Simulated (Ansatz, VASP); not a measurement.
**Two plane-wave programs on Ta**

```xyz
1
Lattice="-1.6550 1.6550 1.6550 1.6550 -1.6550 1.6550 1.6550 1.6550 -1.6550" Properties=species:S:1:pos:R:3 pbc="T T T"
Ta    0.0000    0.0000    0.0000
```

Alike in both runs: task relaxation of cell and atoms; functional PBEsol; k mesh 24 × 24 × 24; occupations gaussian, width 0.1 eV; no spin polarisation.

```csv
,VASP,Ansatz
version,VASP 6.6.1,Ansatz 0.2.0
potentials or method,"VASP PAW PBE potentials, release 64 (Ta_pv)","scalar-relativistic, plane waves, PAW"
plane-wave cutoff (eV),600,420
valence electrons in the cell,11,13
```

Ansatz gave:

* gap on the k mesh at the Fermi level, each at its own relaxed structure (eV): none
* relaxed volume (Å³/atom): 17.66
* relaxed cell length with the largest relative difference (Å): 2.841

**Question.** What did VASP give for the same quantities?

**Answer.** gap on the k mesh at the Fermi level, each at its own relaxed structure (eV): none; relaxed volume (Å³/atom): 17.67; relaxed cell length with the largest relative difference (Å): 2.842.

VASP's potentials were made for PBE, not for PBEsol. A gap of «none» marks a metal or a gap that the smearing closes. VASP's potentials hold 11 valence electrons a cell and Ansatz's 13, so a difference there can come from the potentials and not from the codes.

Neither program's run includes spin-orbit coupling.
